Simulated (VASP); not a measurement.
Write the native input for VASP 6.6.1 that does the following.

```
Task                   : single point
Functional             : PBEsol
Potentials or basis    : VASP PAW PBE potentials, release 64 (Ti_sv, Co)
Cutoff                 : 520 eV
k mesh                 : 1 × 1 × 1
Occupations            : gaussian, width 0.1 eV
Spin                   : collinear spin, ferromagnetic start
Starting moments       : [0.0, 0.0, 0.0, 0.0, 0.59, 0.59] μB
Dipole correction      : no
Further INCAR settings : ALGO = Fast; EDIFF = 1e-07; NBANDS = 46
```

The structure of Ti2Co lies in POSCAR:

```
Ti2Co
1.0
    0.0000000000      3.2416297419      3.2416297419
    3.2416297419      0.0000000000      3.2416297419
    3.2416297419      3.2416297419      0.0000000000
Ti Co
4 2
Direct
    0.1250000000      0.1250000000      0.1250000000
    0.6250000000      0.1250000000      0.1250000000
    0.1250000000      0.1250000000      0.6250000000
    0.1250000000      0.6250000000      0.1250000000
    0.5000000000      0.5000000000      0.5000000000
    0.7500000000      0.7500000000      0.7500000000
```

The input as run:

INCAR

```
SYSTEM = Ti2Co
ALGO     = Fast           ! electronic algorithm
EDIFF    = 1E-7           ! SCF threshold, eV
ENCUT    = 520            ! plane-wave cutoff, eV
GGA      = PS             ! functional
ISIF     = 2              ! what is computed and relaxed
ISMEAR   = 0              ! smearing method
ISPIN    = 2              ! spin polarisation
LASPH    = .True.         ! aspherical terms in the spheres
LCHARG   = .True.         ! write CHGCAR
LELF     = .True.         ! ELF
LMAXMIX  = 4              ! l up to which the mixer works
LORBIT   = 11             ! projections on sites
LREAL    = .False.        ! projectors in reciprocal space
LVHAR    = .True.       
LWAVE    = .False.        ! write WAVECAR
MAGMOM   = 0 0 0 0 0.59 0.59 ! initial moments
NBANDS   = 46             ! bands
NELM     = 150            ! most SCF steps
PREC     = Accurate       ! precision mode
SIGMA    = 0.1            ! smearing width, eV
```

KPOINTS

```
k-points
0
Gamma
  1 1 1
  0 0 0
```

Potentials or basis: VASP PAW PBE potentials, release 64 (Ti_sv, Co).

Launch:

```console
$ cat potpaw_PBE.64/Ti_sv/POTCAR potpaw_PBE.64/Co/POTCAR > POTCAR
$ mpirun -np 1 vasp_gam > vasp.out
```

It gave:

```json
{
  "Pressure": "-0.7 GPa",
  "Band gap on the k mesh": "zero (filled and empty bands touch)",
  "Net moment": "4.00 μB per cell",
  "Site moments": "Ti +0.49; Co +1.04 μB",
  "Valence electrons inside the program's atomic spheres": "Ti 11.15; Co 8.28"
}
```

Caveat: the k points lie up to 1.68 Å⁻¹ apart; the PAW data sets were made with another functional, which shifts forces and pressure a little.

It took 61 s on 1 thread of Intel(R) Xeon(R) Platinum 8259CL CPU @ 2.50GHz (Skylake/Cascade Lake) (shared host), peak memory 0.23 GiB.
